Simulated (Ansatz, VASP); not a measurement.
**Al: VASP beside Ansatz**

File INCAR:

```
SYSTEM = Al
PREC = Accurate
ENCUT = 520
EDIFF = 1E-7
ISMEAR = 0
SIGMA = 0.1
LREAL = .FALSE.
LASPH = .TRUE.
NELM = 80
ALGO = Normal
ISIF = 2
LWAVE = .FALSE.
LCHARG = .FALSE.
LDIPOL = .TRUE.
IDIPOL = 3
DIPOL = 0.5 0.5 0.417
GGA = PE
NBANDS = 30
```

Contents of KPOINTS:

```
regular mesh
0
G
  4 4 1
  0 0 0
```

Contents of POSCAR:

```
Al
1.0
    5.7143027680      0.0000000000      0.0000000000
   -2.8571513840      4.9487313620      0.0000000000
    0.0000000000      0.0000000000     24.7434086725
Al
12
Direct
    0.3333333333      0.1666666667      0.3233184282
    0.3333333333      0.6666666667      0.3233184282
    0.8333333333      0.1666666667      0.3233184282
    0.8333333333      0.6666666667      0.3233184282
    0.6663625555      0.3350465783      0.4167100037
    0.6663187817      0.8339557986      0.4167389649
    0.1672077844      0.3349268378      0.4166879567
    0.1665116893      0.8345181014      0.4165102903
   -0.0005684054      0.5024095950      0.5097935155
    0.0000382434      0.0024264470      0.5098269919
    0.4993439123      0.5027436375      0.5110642333
    0.4994425915      0.0026322321      0.5096396994
```

Input for Ansatz:

```yaml
crystal:
  lattice:
    - [5.714302768, 0.0, 0.0]
    - [-2.857151384, 4.948731362, 0.0]
    - [0.0, 0.0, 24.7434086725]
  atoms:
    - { symbol: Al, position: [0.3333333333, 0.1666666667, 0.3233184282] }
    - { symbol: Al, position: [0.3333333333, 0.6666666667, 0.3233184282] }
    - { symbol: Al, position: [0.8333333333, 0.1666666667, 0.3233184282] }
    - { symbol: Al, position: [0.8333333333, 0.6666666667, 0.3233184282] }
    - { symbol: Al, position: [0.6663625555, 0.3350465783, 0.4167100037] }
    - { symbol: Al, position: [0.6663187817, 0.8339557986, 0.4167389649] }
    - { symbol: Al, position: [0.1672077844, 0.3349268378, 0.4166879567] }
    - { symbol: Al, position: [0.1665116893, 0.8345181014, 0.4165102903] }
    - { symbol: Al, position: [-0.0005684054, 0.502409595, 0.5097935155] }
    - { symbol: Al, position: [3.82434e-05, 0.002426447, 0.5098269919] }
    - { symbol: Al, position: [0.4993439123, 0.5027436375, 0.5110642333] }
    - { symbol: Al, position: [0.4994425915, 0.0026322321, 0.5096396994] }
basis:
  ecutwfc: 420
kpoints:
  mp_grid: { grid: [4, 4, 1] }
hamiltonian:
  xc: pbe
scf:
  occupations: { method: gaussian, width: 0.1 }
output:
  forces: true
  eigenvalues: true
  write_density: true
  volumetric_format: npy
efield:
  axis: 3
  dipole_correction: true
  ramp_width: 0.04
```

Alike in both runs: task single point; functional PBE; k mesh 4 × 4 × 1; occupations gaussian, width 0.1 eV; no spin polarisation.

```csv
,VASP,Ansatz
version,VASP 6.6.1,Ansatz 0.2.0
potentials or method,"VASP PAW PBE potentials, release 64 (Al), cutoff 520 eV","scalar-relativistic, plane waves, PAW"
valence electrons in the cell,36,36
```

Ansatz gave:

| Item | Value |
| --- | --- |
| gap on the k mesh at the Fermi level (eV) | none |
| rms of the force components (eV/Å) | 0.014 |

Q: Estimate VASP's values.

A: gap on the k mesh at the Fermi level (eV): none; rms of the force components (eV/Å): 0.015.

Atom by atom the forces differ by 0.001 eV/Å (rms over components). A gap of «none» marks a metal or a gap that the smearing closes. The functional is the same, so the differences come from potentials, cutoffs and numerics.
